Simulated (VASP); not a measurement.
A run of VASP 6.6.1:

INCAR

```
SYSTEM = NbH
PREC = Accurate
ENCUT = 520
EDIFF = 1E-7
ISMEAR = 0
SIGMA = 0.1
LREAL = .FALSE.
LASPH = .TRUE.
NELM = 60
ALGO = Normal
ISIF = 2
LWAVE = .FALSE.
LCHARG = .FALSE.
GGA = PS
NBANDS = 22
```

KPOINTS

```
Automatic mesh
0
G
  14 14 12
  0 0 0
```

POSCAR

```
NbH
1.0
    3.1141020392      0.0000000000      0.0000000000
    0.0000000000      3.1935434178      0.0000000000
    0.0000000000      0.0000000000      3.9223492789
Nb H
2 2
Direct
    0.0000000000      0.0000000000      0.0000000000
    0.5000000000      0.5000000000      0.5000000000
    0.0000000000      0.0000000000      0.5000000000
    0.5000000000      0.5000000000      0.0000000000
```

Potentials or basis: VASP PAW PBE potentials, release 64 (Nb_sv, H).

Command:

```bash
$ cat potpaw_PBE.64/Nb_sv/POTCAR potpaw_PBE.64/H/POTCAR > POTCAR
$ mpirun -np 1 vasp_std > vasp.out
```

Hardware: 1 thread of Intel(R) Xeon(R) 6975P-C (Granite Rapids), with other jobs on the host.

Task: How long does it take, and how much memory?

Result: Wall time 110 s on 1 thread of Intel(R) Xeon(R) 6975P-C (Granite Rapids), on a shared host, peak memory 0.4 GiB. Counts: scf iterations 13, k points 448.
